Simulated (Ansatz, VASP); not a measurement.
## One calculation of Li2RhN2, two programs

```
Rh N Li
1.0
     3.22146    0.00000    0.00000
    -1.61073    2.78987    0.00000
     0.00000    0.00000    5.07597
Rh N Li
1 2 2
Direct
  0.01281 0.01098 0.98831
  0.34512 0.68822 0.20833
  0.69822 0.35558 0.79642
  0.33835 0.66520 0.64502
  0.65959 0.34305 0.36239
```

Change from the starting cell: atoms moved at random, drawn with an rms of 0.05 Å.

Alike in both runs: task single point; functional PBE; k mesh 10 × 10 × 5; occupations fermi-dirac, width 0.05 eV; no spin polarisation.

|  | VASP | Ansatz |
| --- | --- | --- |
| version | VASP 6.6.1 | Ansatz 0.2.0 |
| potentials or method | VASP PAW PBE potentials, release 64 (Rh_pv, N, Li_sv) | Ansatz PAW |
| plane-wave cutoff (eV) | 520 | 420 |
| valence electrons in the cell | 31 | 33 |

```csv
,VASP,Ansatz,Ansatz less VASP
gap on the k mesh at the Fermi level (eV),none,none,-
rms of the force components (eV/Å),0.378,0.375,-0.0031
```

Atom by atom the forces differ by 0.007 eV/Å (rms over components). A gap of «none» marks a metal or a gap that the smearing closes. VASP's potentials hold 31 valence electrons a cell and Ansatz's 33, so a difference there can come from the potentials and not from the codes.

Noted on VASP's run: the cutoff is under 1.25 times that of the potentials, so the pressure is a little rough.
